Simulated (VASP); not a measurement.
A run of VASP 6.6.1 is set up as follows.

The input POSCAR:

```
NaH
1.0
    2.9551240000      0.0000000000      0.0000000000
    0.0000000000      2.9551240000      0.0000000000
    0.0000000000      0.0000000000      2.9551240000
Na H
1 1
Direct
    0.0000000000      0.0000000000      0.0000000000
    0.5000000000      0.5000000000      0.5000000000
```

File INCAR.step1:

```
SYSTEM = NaH
  ALGO = Normal
  EDIFF = 1E-5
  ENCUT = 550
  GGA = PE
  GGA_COMPAT = .False.
  ISMEAR = -1
  LASPH = .True.
  LCHARG = .False.
  LREAL = .False.
  LWAVE = .True.
  NBANDS = 11
  NELM = 120
  PREC = Accurate
  SIGMA = 0.02
```

Contents of INCAR.step2:

```
SYSTEM = NaH
  ALGO = Normal
  EDIFF = 1E-6
  ENCUT = 550
  GGA_COMPAT = .False.
  ISIF = 2
  ISMEAR = -1
  ISTART = 1
  LASPH = .True.
  LCHARG = .False.
  LMIXTAU = .True.
  LREAL = .False.
  LWAVE = .False.
  METAGGA = R2SCAN
  NBANDS = 11
  NELM = 120
  PREC = Accurate
  SIGMA = 0.02
```

The input KPOINTS:

```
k-points
0
Gamma
  6 6 6
  0 0 0
```

Potentials or basis: VASP PAW PBE potentials, release 64 (Na_pv, H).

The run is started by

```console
$ cat potpaw_PBE.64/Na_pv/POTCAR potpaw_PBE.64/H/POTCAR > POTCAR
$ cp INCAR.step1 INCAR
$ mpirun -np 1 vasp_std > vasp.out
$ cp INCAR.step2 INCAR
$ mpirun -np 1 vasp_std > vasp.out
```

Question: Predict the band gap on the k mesh.

Answer: 1.60 eV (least direct gap 5.10 eV).

Question: What does it give for the pressure?

Answer: -0.9 GPa.

Caveat: the PAW data sets were made with another functional, which shifts forces and pressure a little. A k mesh can miss the band edges.
